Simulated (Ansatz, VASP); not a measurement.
## One calculation of SnO2, two programs

```
Sn O
1.0
     4.76058    0.00000    0.00000
     0.00000    4.76058    0.00000
     0.00000    0.00000    3.20008
Sn O
2 4
Direct
  0.00000 0.00000 0.00000
  0.50000 0.50000 0.50000
  0.30588 0.30588 0.00000
  0.19412 0.80588 0.50000
  0.80588 0.19412 0.50000
  0.69412 0.69412 0.00000
```

Alike in both runs: task single point; functional PBE; k mesh 6 × 6 × 8; occupations fermi-dirac, width 0.02 eV; no spin polarisation.

|  | VASP | Ansatz |
| --- | --- | --- |
| version | VASP 6.6.1 | Ansatz 0.2.0 |
| potentials or method | VASP PAW PBE potentials, release 64 (Sn_d, O) | plane waves, PAW |
| plane-wave cutoff (eV) | 520 | 420 |
| valence electrons in the cell | 52 | 52 |

|  | VASP | Ansatz | Ansatz less VASP |
| --- | --- | --- | --- |
| gap on the k mesh at the Fermi level (eV) | 1.09 | 1.10 | +0.011 |
| pressure (GPa) | 8.4 | 7.7 | -0.69 |
| traceless stress, the component that is largest in VASP (GPa) | 1.33 | 1.12 | -0.204 |
| rms of the force components (eV/Å) | 0.022 | 0.014 | -0.0076 |

Atom by atom the forces differ by 0.008 eV/Å (rms over components).
